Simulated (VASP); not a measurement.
# BIr3Br (Pm-3m) in VASP: a series of runs

Runs on BIr3Br. Level: PBEsol+U. Tasks: single point, relaxation of cell and atoms.

All numbers are computed with VASP 6.6.1; they aren't measurements. Logs are shortened: lines on timing, memory, paths and dates and some standing lists are left out, and cuts for length are marked.

**1. The cell of the first run**

Symmetry: Pm-3m, No. 221, cubic system. The conventional cell has a = 4.148 Å, b = 4.148 Å, c = 4.148 Å, α = 90.00°, β = 90.00°, γ = 90.00°. B (site symmetry m-3m) has 6 Ir at 2.07 Å within 2.7 Å. Within 2.7 Å of Ir (site symmetry 4/mmm) lie 2 B at 2.07 Å. Br (site symmetry m-3m) has 12 Ir at 2.93 Å and 8 B at 3.59 Å within 3.9 Å.

**2. Single point, PBEsol+U**

INCAR reads:

```
ALGO = Normal ; EDIFF = 1E-6
ENCUT = 560 ; GGA = PS
GGA_COMPAT = False ; ISIF = 2
ISMEAR = 0 ; LASPH = True
LCHARG = False ; LDAU = True
LDAUJ = 0 0 0 ; LDAUL = -1 2 -1
LDAUPRINT = 1 ; LDAUTYPE = 2
LDAUU = 0 4 0 ; LMAXMIX = 4
LREAL = False ; LWAVE = False
NBANDS = 38 ; NELM = 200
PREC = Accurate ; SIGMA = 0.1175
```

KPOINTS reads:

```
k-points
0
Gamma
  4 4 4
```

POSCAR reads:

```
BIr3Br
1.0
    4.1479363475      0.0000000000      0.0000000000
    0.0000000000      4.1479363475      0.0000000000
    0.0000000000      0.0000000000      4.1479363475
B Ir Br
1 3 1
Direct
    0.5000000000      0.5000000000      0.5000000000
    0.0000000000      0.5000000000      0.5000000000
    0.5000000000      0.0000000000      0.5000000000
    0.5000000000      0.5000000000      0.0000000000
    0.0000000000      0.0000000000      0.0000000000
```

Potentials or basis: VASP PAW PBE potentials, release 64 (B, Ir_sv_GW, Br).

Command:

```sh
> cat potpaw_PBE.64/B/POTCAR potpaw_PBE.64/Ir_sv_GW/POTCAR potpaw_PBE.64/Br/POTCAR > POTCAR
> mpirun -np 1 vasp_std > vasp.out
```

OUTCAR:

```text
EDIFF = 1E-6
   ENCUT = 560
   GGA = PS
   ISIF = 2
   ISMEAR = 0
   LASPH = True
   LREAL = False
   NELM = 200
   PREC = Accurate

 ion  position               nearest neighbor table
   1  0.500  0.500  0.500-   2 2.07   3 2.07   4 2.07   4 2.07   3 2.07   2 2.07
   2  0.000  0.500  0.500-   1 2.07   1 2.07   4 2.93   5 2.93   4 2.93   5 2.93   3 2.93   5 2.93
                             5 2.93   3 2.93   3 2.93   4 2.93   4 2.93   3 2.93
   3  0.500  0.000  0.500-   1 2.07   1 2.07   4 2.93   5 2.93   4 2.93   5 2.93   2 2.93   2 2.93
                             4 2.93   4 2.93   2 2.93   5 2.93   5 2.93   2 2.93
   4  0.500  0.500  0.000-   1 2.07   1 2.07   3 2.93   5 2.93   2 2.93   2 2.93   3 2.93   3 2.93
                             5 2.93   3 2.93   2 2.93   5 2.93   2 2.93   5 2.93
   5  0.000  0.000  0.000-   2 2.93   3 2.93   4 2.93   2 2.93   3 2.93   2 2.93   4 2.93   2 2.93
                             3 2.93   4 2.93   3 2.93   4 2.93

  LATTYP: Found a simple cubic cell.
 ALAT       =     4.1479363475

  Lattice vectors:

 A1 = (   4.1479363475,   0.0000000000,   0.0000000000)
 A2 = (   0.0000000000,   4.1479363475,   0.0000000000)
 A3 = (   0.0000000000,   0.0000000000,   4.1479363475)

Analysis of symmetry for initial positions (statically):
=====================================================================
 Subroutine PRICEL returns:
 Original cell was already a primitive cell.

 Routine SETGRP: Setting up the symmetry group for a
 simple cubic supercell.

 Subroutine GETGRP returns: Found 48 space group operations
 (whereof 48 operations were pure point group operations)
 out of a pool of 48 trial point group operations.

The static configuration has the point symmetry O_h .

Analysis of symmetry for dynamics (positions and initial velocities):
=====================================================================
 Subroutine PRICEL returns:
 Original cell was already a primitive cell.

 Routine SETGRP: Setting up the symmetry group for a
[... 130 lines left out ...]
   LEPSILON=     F    determine dielectric tensor
   LRPA    =     F    only Hartree local field effects (RPA)
 non-spin polarized calculation
 Gauss-broadening in eV      SIGMA  =   0.12
  energy-cutoff  :      560.00
  volume of cell :       71.37
 maximum number of plane-waves:      2176
   NGX = 17   NGY = 17   NGZ = 17

atom =   2  type =  2  l = 2

 onsite density matrix

spin component  1
[... 83 lines left out ...]
  o =  0.5842  v =  0.0000 -0.2228 -0.0000 -0.9749  0.0000  0.0000  0.0000  0.0000  0.0000  0.0000      0.0000  0.0000  0.0000  0.0000  0.0000  0.0000  0.0000  0.0000  0.0000  0.0000
  o =  0.5842  v =  0.0000  0.0000  0.0000  0.0000  0.0000  0.0000 -0.2228 -0.0000 -0.9749  0.0000      0.0000  0.0000  0.0000  0.0000  0.0000  0.0000  0.0000  0.0000  0.0000  0.0000
  o =  0.5842  v =  0.0000 -0.9749  0.0000  0.2228  0.0000  0.0000  0.0000  0.0000  0.0000  0.0000      0.0000  0.0000  0.0000  0.0000  0.0000  0.0000  0.0000  0.0000  0.0000  0.0000
  o =  0.5842  v =  0.0000  0.0000  0.0000  0.0000  0.0000  0.0000 -0.9749  0.0000  0.2228  0.0000      0.0000  0.0000  0.0000  0.0000  0.0000  0.0000  0.0000  0.0000  0.0000  0.0000
  o =  0.6817  v =  0.0000 -0.0000 -1.0000  0.0000  0.0000  0.0000  0.0000  0.0000  0.0000  0.0000      0.0000  0.0000  0.0000  0.0000  0.0000  0.0000  0.0000  0.0000  0.0000  0.0000
  o =  0.6817  v =  0.0000  0.0000  0.0000  0.0000  0.0000  0.0000 -0.0000 -1.0000  0.0000  0.0000      0.0000  0.0000  0.0000  0.0000  0.0000  0.0000  0.0000  0.0000  0.0000  0.0000
  o =  0.6876  v =  0.0000  0.0000  0.0000  0.0000  0.0000  0.0000 -0.0000 -0.0000  0.0000 -1.0000      0.0000  0.0000  0.0000  0.0000  0.0000  0.0000  0.0000  0.0000  0.0000  0.0000
  o =  0.6876  v =  0.0000 -0.0000 -0.0000  0.0000 -1.0000  0.0000  0.0000  0.0000  0.0000  0.0000      0.0000  0.0000  0.0000  0.0000  0.0000  0.0000  0.0000  0.0000  0.0000  0.0000
  o =  0.7601  v =  0.0000  0.0000  0.0000  0.0000  0.0000  1.0000  0.0000  0.0000  0.0000  0.0000      0.0000  0.0000  0.0000  0.0000  0.0000  0.0000  0.0000  0.0000  0.0000  0.0000
  o =  0.7601  v =  1.0000  0.0000  0.0000  0.0000  0.0000  0.0000  0.0000  0.0000  0.0000  0.0000      0.0000  0.0000  0.0000  0.0000  0.0000  0.0000  0.0000  0.0000  0.0000  0.0000

 number of electron      61.0000003 magnetization

 Free energy of the ion-electron system (eV)
  ---------------------------------------------------
  ext. energy  EPLUGINS =         0.00000000
  ---------------------------------------------------
  free energy    TOTEN  =       -22.48825563 eV

  energy without entropy =      -22.45167828  energy(sigma->0) =      -22.46996696

 E-fermi :   9.3032     XC(G=0): -13.1543

 val. band max:        9.2230153221   @ k =   0.2500   0.0000   0.0000
 cond. band min:       9.3057989913   @ k =   0.2500   0.2500   0.0000
 fundamental gap:      0.0827836692
 Fermi energy:         9.3031598593

 k-point     1 :       0.0000    0.0000    0.0000
  band No.  band energies     occupation
      1     -82.1887      2.00000
      2     -82.1652      2.00000
      3     -82.1652      2.00000
      4     -39.4966      2.00000
      5     -39.4966      2.00000
      6     -39.4966      2.00000
[... 399 lines left out ...]
     37      15.6461      0.00000
     38      15.6461      0.00000

------------------------ aborting loop because EDIFF is reached ----------------------------------------

  FORCE on cell =-STRESS in cart. coord.  units (eV):
  Direction    XX          YY          ZZ          XY          YZ          ZX
  --------------------------------------------------------------------------------------
  -------------------------------------------------------------------------------------
  Total       -1.1494489     -1.1494489     -1.1494489     -0.0000000      0.0000000      0.0000000
  in kB      -25.8050081    -25.8050081    -25.8050081     -0.0000000      0.0000000      0.0000000
  external PRESSURE =     -25.8050081 kB  Pullay stress =       0.0000000 kB

 VOLUME and BASIS-vectors are now :
 -----------------------------------------------------------------------------
  energy-cutoff  :      560.00
  volume of cell :       71.37
      direct lattice vectors                 reciprocal lattice vectors
     4.147936347  0.000000000  0.000000000     0.241083738  0.000000000  0.000000000
     0.000000000  4.147936347  0.000000000     0.000000000  0.241083738  0.000000000
     0.000000000  0.000000000  4.147936347     0.000000000  0.000000000  0.241083738

 POSITION                                       TOTAL-FORCE (eV/Angst)
 -----------------------------------------------------------------------------------
      2.07397      2.07397      2.07397         0.000000      0.000000      0.000000
      0.00000      2.07397      2.07397         0.000000      0.000000      0.000000
      2.07397      0.00000      2.07397         0.000000      0.000000      0.000000
      2.07397      2.07397      0.00000         0.000000      0.000000      0.000000
      0.00000      0.00000      0.00000         0.000000      0.000000      0.000000
 -----------------------------------------------------------------------------------
    total drift:                                0.000000     -0.000000     -0.000000

  FREE ENERGIE OF THE ION-ELECTRON SYSTEM (eV)
  ---------------------------------------------------
  free  energy   TOTEN  =       -22.4882556295 eV

  energy  without entropy=      -22.4516782843  energy(sigma->0) =      -22.46996696
```

OSZICAR:

```text
N       E                     dE             d eps       ncg     rms          rms(c)
DAV:   1     0.681752929707E+03    0.68175E+03   -0.43063E+04   824   0.175E+03
DAV:   2     0.635768672574E+01   -0.67540E+03   -0.65859E+03   912   0.527E+02
DAV:   3    -0.268400441687E+02   -0.33198E+02   -0.31976E+02   928   0.108E+02
DAV:   4    -0.272959618167E+02   -0.45592E+00   -0.45349E+00   852   0.126E+01
DAV:   5    -0.273053901395E+02   -0.94283E-02   -0.94249E-02   914   0.141E+00    0.109E+02
DAV:   6    -0.225146978840E+02    0.47907E+01   -0.18916E+01   808   0.217E+01    0.564E+01
DAV:   7    -0.225720598369E+02   -0.57362E-01   -0.15642E+00   834   0.688E+00    0.238E+01
DAV:   8    -0.224934389024E+02    0.78621E-01   -0.48236E-01   858   0.398E+00    0.130E+00
DAV:   9    -0.224864395153E+02    0.69994E-02   -0.38375E-02   814   0.118E+00    0.108E+00
DAV:  10    -0.224868881153E+02   -0.44860E-03   -0.25649E-03   876   0.242E-01    0.709E-01
DAV:  11    -0.224878752214E+02   -0.98711E-03   -0.18067E-03   840   0.220E-01    0.302E-01
DAV:  12    -0.224881240082E+02   -0.24879E-03   -0.33174E-04   846   0.116E-01    0.124E-01
DAV:  13    -0.224882373230E+02   -0.11331E-03   -0.22105E-04   886   0.844E-02    0.711E-02
DAV:  14    -0.224882518941E+02   -0.14571E-04   -0.29356E-05   830   0.319E-02    0.468E-02
DAV:  15    -0.224882538449E+02   -0.19508E-05   -0.12231E-06   466   0.616E-03    0.273E-02
DAV:  16    -0.224882555926E+02   -0.17477E-05   -0.46810E-06   610   0.102E-02    0.307E-03
DAV:  17    -0.224882556295E+02   -0.36887E-07   -0.23085E-07   440   0.315E-03
   1 F= -.22488256E+02 E0= -.22469967E+02  d E =-.365773E-01
```

stdout:

```text
POSCAR found type information on POSCAR B IrBr
 POSCAR found :  3 types and       5 ions
 scaLAPACK will be used
 -----------------------------------------------------------------------------
|                                                                             |
|                                                                             |
|     You enforced a specific xc type in the INCAR file but a different       |
|     I HOPE YOU KNOW WHAT YOU ARE DOING!                                     |
|                                                                             |
 -----------------------------------------------------------------------------

 LDA part: xc-table for (Slater+PW92), standard interpolation
 POSCAR, INCAR and KPOINTS ok, starting setup
 FFT: planning ... GRIDC
 FFT: planning ... GRID_SOFT
 FFT: planning ... GRID
 WAVECAR not read
 entering main loop
```

Wall time 35 s (1 thread of Intel Xeon Platinum 8375C at 2.90GHz (Ice Lake), shared host); peak memory 0.19 GiB.

What came out:

```yaml
Free_energy: -22.4883 eV
Pressure: -2.6 GPa
Band_gap_on_the_k_mesh: zero (an odd number of electrons rules out a gap without spin polarisation)
```

Eigenvalues of the final occupation matrices:
```
    site  spin  trace               eigenvalues
site 2 d     1   3.30  0.58 0.58 0.68 0.69 0.76
site 2 d     2   3.30  0.58 0.58 0.68 0.69 0.76
site 3 d     1   3.30  0.58 0.58 0.68 0.69 0.76
site 3 d     2   3.30  0.58 0.58 0.68 0.69 0.76
site 4 d     1   3.30  0.58 0.58 0.68 0.69 0.76
site 4 d     2   3.30  0.58 0.58 0.68 0.69 0.76
```

Caveat: the k points lie up to 0.38 Å⁻¹ apart, too coarse for converged energies and pressures of a metal; the PAW data sets were made with another functional, which shifts forces and pressure a little; spin-orbit coupling is left out, which moves the levels of the heavy elements; U without spin polarisation on a metal has little footing.

[end of part 1 of 2]

The gap in the log of VASP goes by the Fermi energy; the results here count the filled bands.